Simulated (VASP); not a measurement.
# Ir (Fm-3m) in VASP: single point with PBEsol

Aim: the single point of Ir with PBEsol.

Program: VASP 6.6.1. These are calculated values, not measurements. Logs are shortened: lines on timing, memory, paths and dates and some standing lists are left out, and cuts for length are marked.

## (1) The cell of the first run

The structure is cubic, space group Fm-3m (No. 225). Conventional cell: a = 3.935 Å, b = 3.935 Å, c = 3.935 Å, α = 90.00°, β = 90.00°, γ = 90.00°. Within 3.7 Å of Ir (site symmetry m-3m) lie 12 Ir at 2.78 Å.

## (2) Single point, PBEsol

Input file INCAR:

```
ALGO = Normal
EDIFF = 1E-6
ENCUT = 500
GGA = PS
GGA_COMPAT = F
ISIF = 2
ISMEAR = -1
LASPH = T
LCHARG = F
LREAL = F
LWAVE = F
NBANDS = 10
NELM = 120
PREC = Accurate
SIGMA = 0.1
```

Input file KPOINTS:

```
k-points
0
Gamma
  15 15 15
```

Input file POSCAR:

```
Ir
1.0
    0.0000000000      1.9675070000      1.9675070000
    1.9675070000      0.0000000000      1.9675070000
    1.9675070000      1.9675070000      0.0000000000
Ir
1
Direct
    0.0000000000      0.0000000000      0.0000000000
```

Potentials or basis: VASP PAW PBE potentials, release 64 (Ir).

On the command line:

```sh
$ cat potpaw_PBE.64/Ir/POTCAR > POTCAR
$ mpirun -np 1 vasp_std > vasp.out
```

OUTCAR:

```text
EDIFF = 1E-6
   ENCUT = 500
   GGA = PS
   ISIF = 2
   ISMEAR = -1
   LASPH = T
   LREAL = F
   NELM = 120
   PREC = Accurate

 ion  position               nearest neighbor table
   1  0.000  0.000  0.000-

  LATTYP: Found a face centered cubic cell.
 ALAT       =     3.9350140000

  Lattice vectors:

 A1 = (   0.0000000000,   1.9675070000,   1.9675070000)
 A2 = (   1.9675070000,   0.0000000000,   1.9675070000)
 A3 = (   1.9675070000,   1.9675070000,   0.0000000000)

Analysis of symmetry for initial positions (statically):
=====================================================================
 Subroutine PRICEL returns:
 Original cell was already a primitive cell.

 Routine SETGRP: Setting up the symmetry group for a
 face centered cubic supercell.

 Subroutine GETGRP returns: Found 48 space group operations
 (whereof 48 operations were pure point group operations)
 out of a pool of 48 trial point group operations.

The static configuration has the point symmetry O_h .

Analysis of symmetry for dynamics (positions and initial velocities):
=====================================================================
 Subroutine PRICEL returns:
 Original cell was already a primitive cell.

 Routine SETGRP: Setting up the symmetry group for a
 face centered cubic supercell.

 Subroutine GETGRP returns: Found 48 space group operations
 (whereof 48 operations were pure point group operations)
 out of a pool of 48 trial point group operations.

The dynamic configuration has the point symmetry O_h .

 Subroutine INISYM returns: Found 48 space group operations
 (whereof 48 operations are pure point group operations),
 and found     1 'primitive' translations

----------------------------------------------------------------------------------------

                                     Primitive cell

  volume of cell :      15.2328

  direct lattice vectors                    reciprocal lattice vectors
     0.000000000  1.967507000  1.967507000    -0.254128702  0.254128702  0.254128702
     1.967507000  0.000000000  1.967507000     0.254128702 -0.254128702  0.254128702
     1.967507000  1.967507000  0.000000000     0.254128702  0.254128702 -0.254128702

  length of vectors
     2.782475083  2.782475083  2.782475083     0.440163823  0.440163823  0.440163823

  position of ions in fractional coordinates (direct lattice)
     0.000000000  0.000000000  0.000000000

  ion indices of the primitive-cell ions
   primitive index   ion index
                 1           1

----------------------------------------------------------------------------------------

 KPOINTS: k-points

Automatic generation of k-mesh.
 Grid dimensions read from file:
 generate k-points for:   15   15   15

 Generating k-lattice:

  Cartesian coordinates                     Fractional coordinates (reciprocal lattice)
    -0.016941913  0.016941913  0.016941913     0.066666667  0.000000000  0.000000000
     0.016941913 -0.016941913  0.016941913     0.000000000  0.066666667  0.000000000
     0.016941913  0.016941913 -0.016941913     0.000000000  0.000000000  0.066666667

  Length of vectors
     0.029344255  0.029344255  0.029344255

  Shift w.r.t. Gamma in fractional coordinates (k-lattice)
     0.000000000  0.000000000  0.000000000

 Subroutine IBZKPT returns following result:
 ===========================================

 Found    120 irreducible k-points:

 Following reciprocal coordinates:
            Coordinates               Weight
  0.000000  0.000000  0.000000      1.000000
  0.066667  0.000000  0.000000      8.000000
  0.133333  0.000000  0.000000      8.000000
  0.200000  0.000000  0.000000      8.000000
  0.266667  0.000000  0.000000      8.000000
  0.333333  0.000000  0.000000      8.000000
[... 16 lines left out ...]
  0.133333  0.133333  0.000000      6.000000
  0.200000  0.133333  0.000000     24.000000
 [... further k-points ...]
   k-points           NKPTS =    120   k-points in BZ     NKDIM =    120   number of bands    NBANDS=     10
   number of dos      NEDOS =    301   number of ions     NIONS =      1
   total plane-waves  NPLWV =   8000
   dimension x,y,z NGX =    20 NGY =   20 NGZ =   20
   dimension x,y,z NGXF=    40 NGYF=   40 NGZF=   40
   ions per type =               1
   NGX,Y,Z   is equivalent  to a cutoff of  11.95, 11.95, 11.95 a.u.
   NGXF,Y,Z  is equivalent  to a cutoff of  23.90, 23.90, 23.90 a.u.
 SYSTEM =  unknown system
   PREC   = accura    normal or accurate (medium, high low for compatibility)
   ISTART =      0    job   : 0-new  1-cont  2-samecut
   ICHARG =      2    charge: 1-file 2-atom 10-const
   ISPIN  =      1    spin polarized calculation?
   LNONCOLLINEAR =      F non collinear calculations
   LSORBIT =      F    spin-orbit coupling
   LASPH  =      T    aspherical Exc in radial PAW
   ENCUT  =  500.0 eV  36.75 Ry    6.06 a.u.   5.07  5.07  5.07*2*pi/ulx,y,z
   NELM   =    120;   NELMIN=  2; NELMDL= -5     # of ELM steps
   EDIFF  = 0.1E-05   stopping-criterion for ELM
   LREAL  =      F    real-space projection
   EDIFFG = 0.1E-04   stopping-criterion for IOM
   NSW    =      0    number of steps for IOM
   IBRION =     -1    ionic relax: 0-MD 1-quasi-New 2-CG
   NFREE  =      0    steps in history (QN), initial steepest desc. (CG)
   ISIF   =      2    stress and relaxation
   ISYM   =      2    0-nonsym 1-usesym 2-fastsym
   POTIM  = 0.5000    time-step for ionic-motion
   TEBEG  =    0.0;   TEEND  =   0.0 temperature during run
   PSTRESS=    0.0 pullay stress
   NELECT =       9.0000    total number of electrons
   NUPDOWN=      -1.0000    fix difference up-down
   EMIN   =  10.00;   EMAX   =-10.00  energy-range for DOS
   EFERMI =   0.00;   METHOD = LEGACY
   ISMEAR =    -1;   SIGMA  =   0.10  broadening in eV -4-tet -1-fermi 0-gaus
   EFERMI_NEDOS =   21; number of points for ismear=-14 and -15
   IALGO  =     38    algorithm
   IMIX   =      4    mixing-type and parameters
     AMIX     =   0.40;   BMIX     =  1.00
     AMIX_MAG =   1.60;   BMIX_MAG =  1.00
  volume/ion in A,a.u.               =      15.23       102.80
  Fermi-wavevector in a.u.,A,eV,Ry     =   1.373713  2.595941 25.675388  1.887088
  Thomas-Fermi vector in A             =   2.499205
   LORBIT       =      0    0 simple, 1 ext, 2 COOP (PROOUT), +10 PAW based schemes
   GGA     = PS    functional components
   LHFCALC =     F    Hartree Fock is set to
   AEXX    =    0.0000 exact exchange contribution
   IVDW    =     0    specifies the selected vdW correction
   LEPSILON=     F    determine dielectric tensor
   LRPA    =     F    only Hartree local field effects (RPA)
 non-spin polarized calculation
  energy-cutoff  :      500.00
  volume of cell :       15.23
 maximum number of plane-waves:       397
   NGX = 11   NGY = 11   NGZ = 11

 number of electron       9.0000000 magnetization

 Free energy of the ion-electron system (eV)
  ---------------------------------------------------
  ext. energy  EPLUGINS =         0.00000000
  ---------------------------------------------------
  free energy    TOTEN  =        -9.74439605 eV

  energy without entropy =       -9.71269191  energy(sigma->0) =       -9.72854398

 E-fermi :   9.0000     XC(G=0): -13.6712

 val. band max:        8.9651492130   @ k =  -0.2667   0.0667   0.0000
 cond. band min:       9.0057717952   @ k =  -0.3333   0.3333   0.0000
 fundamental gap:      0.0406225822
 Fermi energy:         9.0000291684

 k-point     1 :       0.0000    0.0000    0.0000
  band No.  band energies     occupation
      1      -1.4012      2.00000
      2       5.5197      2.00000
      3       5.5197      2.00000
      4       5.5197      2.00000
      5       7.9318      1.99995
      6       7.9318      1.99995
      7      23.4464      0.00000
      8      28.5820      0.00000
      9      28.5820      0.00000
     10      28.5820      0.00000

 k-point     2 :       0.0667    0.0000    0.0000
  band No.  band energies     occupation
      1      -1.2184      2.00000
      2       5.4274      2.00000
      3       5.5967      2.00000
      4       5.5967      2.00000
      5       7.8853      1.99997
      6       7.8853      1.99997
      7      23.7488      0.00000
      8      27.5915      0.00000
      9      28.8709      0.00000
     10      28.8709      0.00000

 k-point     3 :       0.1333    0.0000    0.0000
  band No.  band energies     occupation
      1      -0.6952      2.00000
      2       5.2061      2.00000
      3       5.7837      2.00000
      4       5.7837      2.00000
      5       7.8036      1.99999
      6       7.8036      1.99999
      7      24.5359      0.00000
      8      25.7867      0.00000
      9      29.6950      0.00000
     10      29.6950      0.00000

 k-point     4 :       0.2000    0.0000    0.0000
  band No.  band energies     occupation
      1       0.0756      2.00000
      2       5.0136      2.00000
      3       5.9348      2.00000
      4       5.9348      2.00000
      5       7.8611      1.99998
      6       7.8611      1.99998
      7      23.8712      0.00000
      8      25.3521      0.00000
      9      30.9098      0.00000
     10      30.9098      0.00000
[... 222 lines left out ...]
 k-point    22 :      -0.0667    0.0667    0.0000
  band No.  band energies     occupation
      1      -0.9207      2.00000
      2       5.2616      2.00000
      3       5.7052      2.00000
      4       5.7532      2.00000
      5       7.6812      2.00000
      6       7.9653      1.99994
      7      24.2222      0.00000
      8      26.7229      0.00000
      9      28.6770      0.00000
     10      29.6440      0.00000

 k-point    23 :       0.1333    0.1333    0.0000
  band No.  band energies     occupation
      1      -0.4541      2.00000
      2       4.8717      2.00000
      3       6.0497      2.00000
      4       6.0497      2.00000
      5       7.1991      2.00000
      6       8.2029      1.99931
      7      24.9948      0.00000
      8      26.9145      0.00000
      9      28.5695      0.00000
     10      28.5695      0.00000

 k-point    24 :       0.2000    0.1333    0.0000
  band No.  band energies     occupation
      1       0.1380      2.00000
      2       4.5872      2.00000
      3       6.2283      2.00000
      4       6.3108      2.00000
      5       7.0391      2.00000
      6       8.3500      1.99700
      7      25.6924      0.00000
      8      25.8514      0.00000
      9      28.4942      0.00000
     10      29.0706      0.00000

 [... further k-points ...]

------------------------ aborting loop because EDIFF is reached ----------------------------------------

  FORCE on cell =-STRESS in cart. coord.  units (eV):
  Direction    XX          YY          ZZ          XY          YZ          ZX
  --------------------------------------------------------------------------------------
  -------------------------------------------------------------------------------------
  Total       -2.3645209     -2.3645209     -2.3645209      0.0000000      0.0000000      0.0000000
  in kB     -248.6994821   -248.6994821   -248.6994821      0.0000000      0.0000000      0.0000000
  external PRESSURE =    -248.6994821 kB  Pullay stress =       0.0000000 kB

 VOLUME and BASIS-vectors are now :
 -----------------------------------------------------------------------------
  energy-cutoff  :      500.00
  volume of cell :       15.23
      direct lattice vectors                 reciprocal lattice vectors
     0.000000000  1.967507000  1.967507000    -0.254128702  0.254128702  0.254128702
     1.967507000  0.000000000  1.967507000     0.254128702 -0.254128702  0.254128702
     1.967507000  1.967507000  0.000000000     0.254128702  0.254128702 -0.254128702

 POSITION                                       TOTAL-FORCE (eV/Angst)
 -----------------------------------------------------------------------------------
      0.00000      0.00000      0.00000         0.000000     -0.000000      0.000000
 -----------------------------------------------------------------------------------
    total drift:                                0.000000      0.000000     -0.000000

  FREE ENERGIE OF THE ION-ELECTRON SYSTEM (eV)
  ---------------------------------------------------
  free  energy   TOTEN  =        -9.7443960477 eV

  energy  without entropy=       -9.7126919104  energy(sigma->0) =       -9.72854398
```

It took 11 s on 1 thread of Intel Xeon Platinum 8488C (Sapphire Rapids), shared host; peak memory 0.13 GiB.

What came out:

```yaml
Free_energy: -9.7444 eV
Pressure: -24.9 GPa
```

Levels at points of the mesh, in eV from the Fermi level:
```csv
k point,band 2,band 3,band 4,band 5,band 6,band 7
"(0.00, 0.00, 0.00)",-3.48,-3.48,-3.48,-1.07,-1.07,14.45
```

Caveat: the PAW data sets were made with another functional, which shifts forces and pressure a little; spin-orbit coupling is left out, which moves the levels of the heavy elements.
